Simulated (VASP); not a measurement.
# SiB6 (Pm-3m) in VASP: further runs, part 2 of 2

VASP 6.6.1. The steps go on from the part before.

### Step 3. Single point, PBE

INCAR

```
  PREC = Accurate
  ENCUT = 500
  EDIFF = 1E-6
  ISMEAR = 0
  SIGMA = 0.1
  LREAL = False
  LASPH = True
  NELM = 120
  ALGO = Normal
  ISIF = 2
  LWAVE = False
  LCHARG = False
  GGA = PE
  NBANDS = 20
  GGA_COMPAT = False
```

KPOINTS

```
regular mesh
0
Gamma
  4 4 4
```

POSCAR

```
SiB6
1.0
    4.1339657438      0.0000000000      0.0000000000
    0.0000000000      4.1339657438      0.0000000000
    0.0000000000      0.0000000000      4.1339657438
Si B
1 6
Direct
    0.0000000000      0.0000000000      0.0000000000
    0.2004363417      0.5000000000      0.5000000000
    0.5000000000      0.2004363417      0.5000000000
    0.7995636583      0.5000000000      0.5000000000
    0.5000000000      0.7995636583      0.5000000000
    0.5000000000      0.5000000000      0.2004363417
    0.5000000000      0.5000000000      0.7995636583
```

Potentials or basis: VASP PAW PBE potentials, release 64 (Si, B).

On the command line:

```sh
cat potpaw_PBE.64/Si/POTCAR potpaw_PBE.64/B/POTCAR > POTCAR
mpirun -np 1 vasp_std > vasp.out
```

OUTCAR:

```text
PREC = Accurate
   ENCUT = 500
   EDIFF = 1E-6
   ISMEAR = 0
   LREAL = False
   LASPH = True
   NELM = 120
   ISIF = 2
   GGA = PE

 ion  position               nearest neighbor table
   1  0.000  0.000  0.000-
   2  0.200  0.500  0.500-   4 1.66   3 1.75   5 1.75   6 1.75   7 1.75
   3  0.500  0.200  0.500-   5 1.66   4 1.75   2 1.75   6 1.75   7 1.75
   4  0.800  0.500  0.500-   2 1.66   3 1.75   5 1.75   6 1.75   7 1.75
   5  0.500  0.800  0.500-   3 1.66   2 1.75   4 1.75   6 1.75   7 1.75
   6  0.500  0.500  0.200-   7 1.66   3 1.75   4 1.75   5 1.75   2 1.75
   7  0.500  0.500  0.800-   6 1.66   3 1.75   4 1.75   5 1.75   2 1.75

  LATTYP: Found a simple cubic cell.
 ALAT       =     4.1339657438

  Lattice vectors:

 A1 = (   4.1339657438,   0.0000000000,   0.0000000000)
 A2 = (   0.0000000000,   4.1339657438,   0.0000000000)
 A3 = (   0.0000000000,   0.0000000000,   4.1339657438)

Analysis of symmetry for initial positions (statically):
=====================================================================
 Subroutine PRICEL returns:
 Original cell was already a primitive cell.

 Routine SETGRP: Setting up the symmetry group for a
 simple cubic supercell.

 Subroutine GETGRP returns: Found 48 space group operations
 (whereof 48 operations were pure point group operations)
 out of a pool of 48 trial point group operations.

The static configuration has the point symmetry O_h .

Analysis of symmetry for dynamics (positions and initial velocities):
=====================================================================
 Subroutine PRICEL returns:
 Original cell was already a primitive cell.

 Routine SETGRP: Setting up the symmetry group for a
 simple cubic supercell.

 Subroutine GETGRP returns: Found 48 space group operations
 (whereof 48 operations were pure point group operations)
 out of a pool of 48 trial point group operations.

The dynamic configuration has the point symmetry O_h .

 Subroutine INISYM returns: Found 48 space group operations
 (whereof 48 operations are pure point group operations),
 and found     1 'primitive' translations

----------------------------------------------------------------------------------------

                                     Primitive cell

  volume of cell :      70.6481

  direct lattice vectors                    reciprocal lattice vectors
     4.133965744  0.000000000  0.000000000     0.241898473  0.000000000  0.000000000
     0.000000000  4.133965744  0.000000000     0.000000000  0.241898473  0.000000000
     0.000000000  0.000000000  4.133965744     0.000000000  0.000000000  0.241898473

  length of vectors
     4.133965744  4.133965744  4.133965744     0.241898473  0.241898473  0.241898473

  position of ions in fractional coordinates (direct lattice)
     0.000000000  0.000000000  0.000000000
     0.200436342  0.500000000  0.500000000
     0.500000000  0.200436342  0.500000000
     0.799563658  0.500000000  0.500000000
     0.500000000  0.799563658  0.500000000
     0.500000000  0.500000000  0.200436342
     0.500000000  0.500000000  0.799563658

[... 37 lines left out ...]
            Coordinates               Weight
  0.000000  0.000000  0.000000      1.000000
  0.250000  0.000000  0.000000      6.000000
  0.500000  0.000000  0.000000      3.000000
  0.250000  0.250000  0.000000     12.000000
  0.500000  0.250000  0.000000     12.000000
  0.500000  0.500000  0.000000      3.000000
  0.250000  0.250000  0.250000      8.000000
  0.500000  0.250000  0.250000     12.000000
  0.500000  0.500000  0.250000      6.000000
  0.500000  0.500000  0.500000      1.000000
   k-points           NKPTS =     10   k-points in BZ     NKDIM =     10   number of bands    NBANDS=     20
   number of dos      NEDOS =    301   number of ions     NIONS =      7
   total plane-waves  NPLWV =  27000
   dimension x,y,z NGX =    30 NGY =   30 NGZ =   30
   dimension x,y,z NGXF=    60 NGYF=   60 NGZF=   60
   ions per type =               1   6
   NGX,Y,Z   is equivalent  to a cutoff of  12.06, 12.06, 12.06 a.u.
   NGXF,Y,Z  is equivalent  to a cutoff of  24.13, 24.13, 24.13 a.u.
 SYSTEM =  unknown system
   PREC   = accura    normal or accurate (medium, high low for compatibility)
   ISTART =      0    job   : 0-new  1-cont  2-samecut
   ICHARG =      2    charge: 1-file 2-atom 10-const
   ISPIN  =      1    spin polarized calculation?
   LNONCOLLINEAR =      F non collinear calculations
   LSORBIT =      F    spin-orbit coupling
   LASPH  =      T    aspherical Exc in radial PAW
   ENCUT  =  500.0 eV  36.75 Ry    6.06 a.u.   7.54  7.54  7.54*2*pi/ulx,y,z
   NELM   =    120;   NELMIN=  2; NELMDL= -5     # of ELM steps
   EDIFF  = 0.1E-05   stopping-criterion for ELM
   LREAL  =      F    real-space projection
   EDIFFG = 0.1E-04   stopping-criterion for IOM
   NSW    =      0    number of steps for IOM
   IBRION =     -1    ionic relax: 0-MD 1-quasi-New 2-CG
   NFREE  =      0    steps in history (QN), initial steepest desc. (CG)
   ISIF   =      2    stress and relaxation
   ISYM   =      2    0-nonsym 1-usesym 2-fastsym
   POTIM  = 0.5000    time-step for ionic-motion
   TEBEG  =    0.0;   TEEND  =   0.0 temperature during run
   PSTRESS=    0.0 pullay stress
   NELECT =      22.0000    total number of electrons
   NUPDOWN=      -1.0000    fix difference up-down
   EMIN   =  10.00;   EMAX   =-10.00  energy-range for DOS
   EFERMI =   0.00;   METHOD = LEGACY
   ISMEAR =     0;   SIGMA  =   0.10  broadening in eV -4-tet -1-fermi 0-gaus
   EFERMI_NEDOS =   21; number of points for ismear=-14 and -15
   IALGO  =     38    algorithm
   IMIX   =      4    mixing-type and parameters
     AMIX     =   0.40;   BMIX     =  1.00
     AMIX_MAG =   1.60;   BMIX_MAG =  1.00
  volume/ion in A,a.u.               =      10.09        68.11
  Fermi-wavevector in a.u.,A,eV,Ry     =   1.109640  2.096916 16.752872  1.231301
  Thomas-Fermi vector in A             =   2.246182
   LORBIT       =      0    0 simple, 1 ext, 2 COOP (PROOUT), +10 PAW based schemes
   GGA     = PE    functional components
   LHFCALC =     F    Hartree Fock is set to
   AEXX    =    0.0000 exact exchange contribution
   IVDW    =     0    specifies the selected vdW correction
   LEPSILON=     F    determine dielectric tensor
   LRPA    =     F    only Hartree local field effects (RPA)
 non-spin polarized calculation
 Gauss-broadening in eV      SIGMA  =   0.10
  energy-cutoff  :      500.00
  volume of cell :       70.65
 maximum number of plane-waves:      1856
   NGX = 15   NGY = 15   NGZ = 15

 number of electron      21.9999998 magnetization

 Free energy of the ion-electron system (eV)
  ---------------------------------------------------
  ext. energy  EPLUGINS =         0.00000000
  ---------------------------------------------------
  free energy    TOTEN  =       -42.38920602 eV

  energy without entropy =      -42.38126431  energy(sigma->0) =      -42.38523517

 E-fermi :   5.2378     XC(G=0): -10.5441

 val. band max:        5.2241590599   @ k =   0.5000   0.0000   0.0000
 cond. band min:       5.2853054076   @ k =   0.5000   0.5000   0.0000
 fundamental gap:      0.0611463477
 Fermi energy:         5.2377635279

 k-point     1 :       0.0000    0.0000    0.0000
  band No.  band energies     occupation
      1      -9.6158      2.00000
      2      -3.7209      2.00000
      3      -1.8288      2.00000
      4      -1.8288      2.00000
      5      -1.8288      2.00000
      6      -0.1161      2.00000
[... 219 lines left out ...]
     19      13.8600      0.00000
     20      13.8600      0.00000

------------------------ aborting loop because EDIFF is reached ----------------------------------------

  FORCE on cell =-STRESS in cart. coord.  units (eV):
  Direction    XX          YY          ZZ          XY          YZ          ZX
  --------------------------------------------------------------------------------------
  -------------------------------------------------------------------------------------
  Total       -0.0196541     -0.0196541     -0.0196541      0.0000000      0.0000000      0.0000000
  in kB       -0.4457213     -0.4457213     -0.4457213      0.0000000      0.0000000      0.0000000
  external PRESSURE =      -0.4457213 kB  Pullay stress =       0.0000000 kB

 VOLUME and BASIS-vectors are now :
 -----------------------------------------------------------------------------
  energy-cutoff  :      500.00
  volume of cell :       70.65
      direct lattice vectors                 reciprocal lattice vectors
     4.133965744  0.000000000  0.000000000     0.241898473  0.000000000  0.000000000
     0.000000000  4.133965744  0.000000000     0.000000000  0.241898473  0.000000000
     0.000000000  0.000000000  4.133965744     0.000000000  0.000000000  0.241898473

 POSITION                                       TOTAL-FORCE (eV/Angst)
 -----------------------------------------------------------------------------------
      0.00000      0.00000      0.00000         0.000000      0.000000      0.000000
      0.82860      2.06698      2.06698        -0.030001      0.000000      0.000000
      2.06698      0.82860      2.06698         0.000000     -0.030001      0.000000
      3.30537      2.06698      2.06698         0.030001      0.000000     -0.000000
      2.06698      3.30537      2.06698        -0.000000      0.030001     -0.000000
      2.06698      2.06698      0.82860        -0.000000      0.000000     -0.030001
      2.06698      2.06698      3.30537         0.000000      0.000000      0.030001
 -----------------------------------------------------------------------------------
    total drift:                               -0.000000      0.000000     -0.000000

  FREE ENERGIE OF THE ION-ELECTRON SYSTEM (eV)
  ---------------------------------------------------
  free  energy   TOTEN  =       -42.3892060231 eV

  energy  without entropy=      -42.3812643097  energy(sigma->0) =      -42.38523517
```

Wall time 22 s (1 thread of Intel Xeon 8259CL, shared host); peak memory 0.16 GiB.

What came out:

| Item | Value |
| --- | --- |
| Free energy | -42.3892 eV |
| Pressure | 0.0 GPa |
| Largest force | 0.030 eV/Å |
| Band gap on the k mesh | 0.06 eV, indirect (least direct gap 0.69 eV) |

Forces on the atoms (eV/Å):
```
Si   0.000  0.000  0.000
B   -0.030  0.000  0.000
B    0.000 -0.030  0.000
B    0.030  0.000  0.000
B    0.000  0.030  0.000
B    0.000  0.000 -0.030
B    0.000  0.000  0.030
```

Levels at points of the mesh, in eV from the valence-band top:
| k point | band 7 | band 8 | band 9 | band 10 | band 11 | band 12 | band 13 | band 14 | band 15 | band 16 |
| --- | --- | --- | --- | --- | --- | --- | --- | --- | --- | --- |
| (0.00, 0.00, 0.00) | -5.34 | -3.64 | -0.22 | -0.22 | -0.22 | 1.16 | 1.16 | 1.16 | 2.80 | 2.80 |
| (0.50, 0.00, 0.00) | -5.03 | -3.33 | -3.33 | -1.89 | 0.00 | 0.69 | 1.60 | 2.43 | 2.43 | 4.28 |
| (0.50, 0.50, 0.00) | -2.56 | -2.56 | -2.12 | -1.68 | -1.68 | 0.06 | 0.06 | 0.27 | 5.84 | 5.84 |
| (0.50, 0.50, 0.50) | -5.67 | -5.67 | -1.28 | -1.28 | -1.28 | 3.07 | 3.07 | 3.07 | 5.80 | 7.89 |

A k mesh can miss the band edges.
